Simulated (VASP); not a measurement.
# Ru (P6_3/mmc) in VASP: single point with r2SCAN

Aim: the single point of Ru with r2SCAN.

Program: VASP 6.6.1. These are calculated values, not measurements. Logs are shortened: lines on timing, memory, paths and dates and some standing lists are left out, and cuts for length are marked.

### 1 The cell of the first run

It takes space group P6_3/mmc (No. 194, hexagonal). The conventional cell has a = 2.688 Å, b = 2.688 Å, c = 8.653 Å, α = 90.00°, β = 90.00°, γ = 120.00°. Ru (site symmetry -3m) has 12 Ru at 2.66 to 2.69 Å within 3.5 Å. Within 3.5 Å of Ru (site symmetry -6m2) lie 12 Ru at 2.66 to 2.69 Å.

### 2 Single point, r2SCAN

Contents of POSCAR:

```
Ru
1.0
    2.6882995753      0.0000000000      0.0000000000
   -1.3441497877      2.3281357252      0.0000000000
    0.0000000000      0.0000000000      8.6533341212
Ru
4
Direct
    0.0000000000      0.0000000000      0.0000000000
    0.3333333333      0.6666666667      0.2500000000
    0.0000000000      0.0000000000      0.5000000000
    0.6666666667      0.3333333333      0.7500000000
```

Contents of INCAR.step1:

```
SYSTEM = Ru
ALGO = Normal
EDIFF = 1E-4
ENCUT = 520
GGA = PE
ISMEAR = 0
LASPH = .TRUE.
LCHARG = .FALSE.
LREAL = .FALSE.
LWAVE = .TRUE.
NBANDS = 36
NELM = 80
PREC = Accurate
SIGMA = 0.1
```

Contents of INCAR.step2:

```
SYSTEM = Ru
ALGO = Normal
EDIFF = 1E-7
ENCUT = 520
ISIF = 2
ISMEAR = 0
ISTART = 1
LASPH = .TRUE.
LCHARG = .FALSE.
LMIXTAU = .TRUE.
LREAL = .FALSE.
LWAVE = .FALSE.
METAGGA = R2SCAN
NBANDS = 36
NELM = 80
PREC = Accurate
SIGMA = 0.1
```

Contents of KPOINTS:

```
k-points
0
G
  18 18 6
  0 0 0
```

Potentials or basis: VASP PAW PBE potentials, release 64 (Ru_pv).

On the command line:

```console
$ cat potpaw_PBE.64/Ru_pv/POTCAR > POTCAR
$ cp INCAR.step1 INCAR
$ mpirun -np 1 vasp_std > vasp.out
$ cp INCAR.step2 INCAR
$ mpirun -np 1 vasp_std > vasp.out
```

OUTCAR:

```text
SYSTEM = Ru
   EDIFF = 1E-7
   ENCUT = 520
   ISIF = 2
   ISMEAR = 0
   ISTART = 1
   LASPH = .TRUE.
   LREAL = .FALSE.
   METAGGA = R2SCAN
   NELM = 80
   PREC = Accurate

 ion  position               nearest neighbor table
   1  0.000  0.000  0.000-   2 2.66   4 2.66   4 2.66   2 2.66   4 2.66   2 2.66
   2  0.333  0.667  0.250-   1 2.66   3 2.66   1 2.66   3 2.66   1 2.66   3 2.66
   3  0.000  0.000  0.500-   2 2.66   4 2.66   4 2.66   2 2.66   4 2.66   2 2.66
   4  0.667  0.333  0.750-   1 2.66   3 2.66   1 2.66   3 2.66   1 2.66   3 2.66

  LATTYP: Found a hexagonal cell.
 ALAT       =     2.6882995753
 C/A-ratio  =     3.2188875826

  Lattice vectors:

 A1 = (   2.6882995753,   0.0000000000,   0.0000000000)
 A2 = (  -1.3441497877,   2.3281357252,   0.0000000000)
 A3 = (   0.0000000000,   0.0000000000,   8.6533341212)

Analysis of symmetry for initial positions (statically):
=====================================================================
 Subroutine PRICEL returns:
 Original cell was already a primitive cell.

 Routine SETGRP: Setting up the symmetry group for a
 hexagonal supercell.

 Subroutine GETGRP returns: Found 24 space group operations
 (whereof 12 operations were pure point group operations)
 out of a pool of 24 trial point group operations.

The static configuration has the point symmetry D_3d.
 The point group associated with its full space group is D_6h.

Analysis of symmetry for dynamics (positions and initial velocities):
=====================================================================
 Subroutine PRICEL returns:
 Original cell was already a primitive cell.

 Routine SETGRP: Setting up the symmetry group for a
 hexagonal supercell.

 Subroutine GETGRP returns: Found 24 space group operations
 (whereof 12 operations were pure point group operations)
 out of a pool of 24 trial point group operations.

The dynamic configuration has the point symmetry D_3d.
 The point group associated with its full space group is D_6h.

 Subroutine INISYM returns: Found 24 space group operations
 (whereof 12 operations are pure point group operations),
 and found     1 'primitive' translations

----------------------------------------------------------------------------------------

                                     Primitive cell

  volume of cell :      54.1588

  direct lattice vectors                    reciprocal lattice vectors
     2.688299575  0.000000000  0.000000000     0.371982352  0.214764111  0.000000000
    -1.344149788  2.328135725  0.000000000     0.000000000  0.429528223  0.000000000
     0.000000000  0.000000000  8.653334121     0.000000000  0.000000000  0.115562393

  length of vectors
     2.688299575  2.688299575  8.653334121     0.429528223  0.429528223  0.115562393

  position of ions in fractional coordinates (direct lattice)
     0.000000000  0.000000000  0.000000000
     0.333333333  0.666666667  0.250000000
     0.000000000  0.000000000  0.500000000
     0.666666667  0.333333333  0.750000000

  ion indices of the primitive-cell ions
   primitive index   ion index
                 1           1
                 2           2
                 3           3
                 4           4

----------------------------------------------------------------------------------------

 KPOINTS: k-points

Automatic generation of k-mesh.
 Grid dimensions read from file:
 generate k-points for:   18   18    6

 Generating k-lattice:

  Cartesian coordinates                     Fractional coordinates (reciprocal lattice)
     0.020665686  0.011931340  0.000000000     0.055555556 -0.000000000  0.000000000
     0.000000000  0.023862679  0.000000000     0.000000000  0.055555556  0.000000000
     0.000000000  0.000000000  0.019260399     0.000000000  0.000000000  0.166666667

  Length of vectors
     0.023862679  0.023862679  0.019260399

  Shift w.r.t. Gamma in fractional coordinates (k-lattice)
     0.000000000  0.000000000  0.000000000

 Subroutine IBZKPT returns following result:
 ===========================================

 Found    148 irreducible k-points:

 Following reciprocal coordinates:
            Coordinates               Weight
  0.000000  0.000000  0.000000      1.000000
  0.055556  0.000000  0.000000      6.000000
  0.111111  0.000000  0.000000      6.000000
  0.166667  0.000000  0.000000      6.000000
  0.222222  0.000000  0.000000      6.000000
  0.277778  0.000000  0.000000      6.000000
[... 16 lines left out ...]
  0.333333  0.111111  0.000000     12.000000
  0.388889  0.111111  0.000000     12.000000
 [... further k-points ...]
   k-points           NKPTS =    148   k-points in BZ     NKDIM =    148   number of bands    NBANDS=     36
   number of dos      NEDOS =    301   number of ions     NIONS =      4
   total plane-waves  NPLWV =  25600
   dimension x,y,z NGX =    20 NGY =   20 NGZ =   64
   dimension x,y,z NGXF=    40 NGYF=   40 NGZF=  128
   ions per type =               4
   NGX,Y,Z   is equivalent  to a cutoff of  12.37, 12.37, 12.30 a.u.
   NGXF,Y,Z  is equivalent  to a cutoff of  24.74, 24.74, 24.59 a.u.
 SYSTEM =  Ru
   PREC   = accura    normal or accurate (medium, high low for compatibility)
   ISTART =      1    job   : 0-new  1-cont  2-samecut
   ICHARG =      0    charge: 1-file 2-atom 10-const
   ISPIN  =      1    spin polarized calculation?
   LNONCOLLINEAR =      F non collinear calculations
   LSORBIT =      F    spin-orbit coupling
   LASPH  =      T    aspherical Exc in radial PAW
   ENCUT  =  520.0 eV  38.22 Ry    6.18 a.u.   5.00  5.00 16.09*2*pi/ulx,y,z
   NELM   =     80;   NELMIN=  2; NELMDL=  0     # of ELM steps
   EDIFF  = 0.1E-06   stopping-criterion for ELM
   LREAL  =      F    real-space projection
   EDIFFG = 0.1E-05   stopping-criterion for IOM
   NSW    =      0    number of steps for IOM
   IBRION =     -1    ionic relax: 0-MD 1-quasi-New 2-CG
   NFREE  =      0    steps in history (QN), initial steepest desc. (CG)
   ISIF   =      2    stress and relaxation
   ISYM   =      2    0-nonsym 1-usesym 2-fastsym
   POTIM  = 0.5000    time-step for ionic-motion
   TEBEG  =    0.0;   TEEND  =   0.0 temperature during run
   PSTRESS=    0.0 pullay stress
   NELECT =      56.0000    total number of electrons
   NUPDOWN=      -1.0000    fix difference up-down
   EMIN   =  10.00;   EMAX   =-10.00  energy-range for DOS
   EFERMI =   0.00;   METHOD = LEGACY
   ISMEAR =     0;   SIGMA  =   0.10  broadening in eV -4-tet -1-fermi 0-gaus
   EFERMI_NEDOS =   21; number of points for ismear=-14 and -15
   IALGO  =     38    algorithm
   IMIX   =      4    mixing-type and parameters
     AMIX     =   0.40;   BMIX     =  1.00
     AMIX_MAG =   1.60;   BMIX_MAG =  1.00
  volume/ion in A,a.u.               =      13.54        91.37
  Fermi-wavevector in a.u.,A,eV,Ry     =   1.655443  3.128335 37.286673  2.740493
  Thomas-Fermi vector in A             =   2.743539
   LORBIT       =      0    0 simple, 1 ext, 2 COOP (PROOUT), +10 PAW based schemes
   METAGGA = R2SCAN    functional components
   LHFCALC =     F    Hartree Fock is set to
   AEXX    =    0.0000 exact exchange contribution
   IVDW    =     0    specifies the selected vdW correction
   LEPSILON=     F    determine dielectric tensor
   LRPA    =     F    only Hartree local field effects (RPA)
 non-spin polarized calculation
 Gauss-broadening in eV      SIGMA  =   0.10
  energy-cutoff  :      520.00
  volume of cell :       54.16
 maximum number of plane-waves:      1488
 NGX is ok and might be reduce to    20
   NGX =  9   NGY =  9   NGZ = 33

 number of electron      56.0000009 magnetization

 Free energy of the ion-electron system (eV)
  ---------------------------------------------------
  ext. energy  EPLUGINS =         0.00000000
  ---------------------------------------------------
  free energy    TOTEN  =      -101.37892784 eV

  energy without entropy =     -101.36150083  energy(sigma->0) =     -101.37021434

 E-fermi :  12.7439     XC(G=0): -15.4231

 val. band max:       12.7436304536   @ k =   0.3333   0.0556   0.3333
 cond. band min:      12.7478982102   @ k =   0.1667   0.0000   0.1667
 fundamental gap:      0.0042677567
 Fermi energy:        12.7439076285

 k-point     1 :       0.0000    0.0000    0.0000
  band No.  band energies     occupation
      1     -32.2716      2.00000
      2     -31.7157      2.00000
      3     -31.6590      2.00000
      4     -31.2636      2.00000
      5     -31.2636      2.00000
      6     -31.1960      2.00000
[... 28 lines left out ...]
     35      14.3676      0.00000
     36      14.3676      0.00000

 k-point     2 :       0.0556    0.0000    0.0000
  band No.  band energies     occupation
      1     -32.2601      2.00000
      2     -31.7187      2.00000
      3     -31.6634      2.00000
      4     -31.2895      2.00000
      5     -31.2720      2.00000
      6     -31.2139      2.00000
[... 28 lines left out ...]
     35      14.3842      0.00000
     36      15.4431      0.00000

 k-point     3 :       0.1111    0.0000    0.0000
  band No.  band energies     occupation
      1     -32.2266      2.00000
      2     -31.7311      2.00000
      3     -31.6806      2.00000
      4     -31.3629      2.00000
      5     -31.2959      2.00000
      6     -31.2610      2.00000
[... 28 lines left out ...]
     35      14.4324      0.00000
     36      16.8014      0.00000
[... 742 lines left out ...]
 k-point    23 :       0.3333    0.1111    0.0000
  band No.  band energies     occupation
      1     -32.1117      2.00000
      2     -32.1049      2.00000
      3     -31.9152      2.00000
      4     -31.8914      2.00000
      5     -31.7979      2.00000
      6     -31.5473      2.00000
[... 28 lines left out ...]
     35      16.6296      0.00000
     36      21.2156      0.00000

 k-point    24 :       0.3889    0.1111    0.0000
  band No.  band energies     occupation
      1     -32.1701      2.00000
      2     -32.1574      2.00000
      3     -31.9648      2.00000
      4     -31.9549      2.00000
      5     -31.7116      2.00000
      6     -31.5690      2.00000
[... 28 lines left out ...]
     35      17.7032      0.00000
     36      20.6569      0.00000

 [... further k-points ...]

------------------------ aborting loop because EDIFF is reached ----------------------------------------

  FORCE on cell =-STRESS in cart. coord.  units (eV):
  Direction    XX          YY          ZZ          XY          YZ          ZX
  --------------------------------------------------------------------------------------
  -------------------------------------------------------------------------------------
  Total        0.4847750      0.4847750      0.5100326     -0.0000000     -0.0000000     -0.0000000
  in kB       14.3410646     14.3410646     15.0882571     -0.0000000     -0.0000000     -0.0000000
  external PRESSURE =      14.5901288 kB  Pullay stress =       0.0000000 kB

 VOLUME and BASIS-vectors are now :
 -----------------------------------------------------------------------------
  energy-cutoff  :      520.00
  volume of cell :       54.16
      direct lattice vectors                 reciprocal lattice vectors
     2.688299575  0.000000000  0.000000000     0.371982352  0.214764111  0.000000000
    -1.344149788  2.328135725  0.000000000     0.000000000  0.429528223  0.000000000
     0.000000000  0.000000000  8.653334121     0.000000000  0.000000000  0.115562393

 POSITION                                       TOTAL-FORCE (eV/Angst)
 -----------------------------------------------------------------------------------
      0.00000      0.00000      0.00000         0.000000      0.000000      0.000000
     -0.00000      1.55209      2.16333        -0.000000     -0.000000      0.000000
      0.00000      0.00000      4.32667         0.000000      0.000000      0.000000
      1.34415      0.77605      6.49000         0.000000      0.000000      0.000000
 -----------------------------------------------------------------------------------
    total drift:                                0.000000     -0.000000      0.000000

  FREE ENERGIE OF THE ION-ELECTRON SYSTEM (eV)
  ---------------------------------------------------
  free  energy   TOTEN  =      -101.3789278412 eV

  energy  without entropy=     -101.3615008320  energy(sigma->0) =     -101.37021434
```

It took 9.6 min on 1 thread of Intel Xeon Platinum 8488C (Sapphire Rapids), shared host; peak memory 0.31 GiB.

Results:

- Free energy: -101.3789 eV
- Pressure: 1.5 GPa
- Band gap on the k mesh: zero (bands 28 and 29 overlap by 3.08 eV)

Levels at points of the mesh, in eV from the Fermi level:
| k point | band 26 | band 27 | band 28 | band 29 | band 30 | band 31 |
| --- | --- | --- | --- | --- | --- | --- |
| (0.00, 0.00, 0.00) | -2.22 | -2.22 | -0.84 | -0.84 | -0.07 | -0.07 |
| (0.50, 0.00, 0.00) | 1.63 | 1.67 | 1.68 | 1.83 | 1.85 | 2.06 |
| (0.00, 0.00, 0.50) | -2.52 | -0.68 | -0.68 | -0.40 | -0.40 | -0.40 |
| (0.50, 0.00, 0.50) | -0.32 | 0.89 | 0.89 | 1.72 | 1.72 | 2.03 |

Caveat: the PAW data sets were made with another functional, which shifts forces and pressure a little.
